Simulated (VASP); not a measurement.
BPd:

```xyz
2
Lattice="2.4737 0.0000 0.0000 0.0000 2.4737 0.0000 0.0000 0.0000 3.4984" Properties=species:S:1:pos:R:3 pbc="T T T"
B     1.2369    1.2369    1.7492
Pd    0.0000    0.0000    0.0000
```

```yaml
Program: VASP 6.6.1
Task: relaxation of cell and atoms
Functional: PBE
Potentials_or_basis: VASP PAW PBE potentials, release 64 (B, Pd)
Cutoff: 600 eV
k_mesh: 8 × 8 × 6
Occupations: gaussian, width 0.1 eV
Spin: no spin polarisation
```

At the start: pressure 9.9 GPa; volume 10.70 Å³/atom.

How do energy, volume and symmetry change on relaxing?

Over 10 steps the energy falls by 315.4 meV/atom and the volume is 10.70 Å³/atom (-0.1 %); space group Pm-3m (No. 221, to 0.05 Å).

The path:
| step | energy change (eV) | largest force (eV/Å) | pressure (GPa) | volume (Å³) |
| --- | --- | --- | --- | --- |
| 1 | 0.0000 | 0.0000 | 9.92 | 21.41 |
| 2 | -0.3472 | 0.0000 | -13.60 | 23.37 |
| 3 | -0.3503 | 0.0000 | -14.65 | 23.50 |
| 4 | -0.6148 | 0.0000 | 3.30 | 21.10 |
| 5 | -0.6166 | 0.0000 | 5.90 | 20.87 |
| 6 | -0.6169 | 0.0000 | 5.20 | 20.92 |
| 7 | -0.6251 | 0.0000 | 0.73 | 21.33 |
| 8 | -0.6290 | 0.0000 | 2.30 | 21.17 |
| 9 | -0.6299 | 0.0000 | -1.69 | 21.55 |
| 10 | -0.6308 | 0.0000 | -0.06 | 21.39 |

Final structure:
```
B Pd
1.0
     2.76876    0.00000    0.00000
     0.00000    2.76876    0.00000
     0.00000    0.00000    2.79070
B Pd
1 1
Direct
  0.50000 0.50000 0.50000
  0.00000 0.00000 0.00000
```
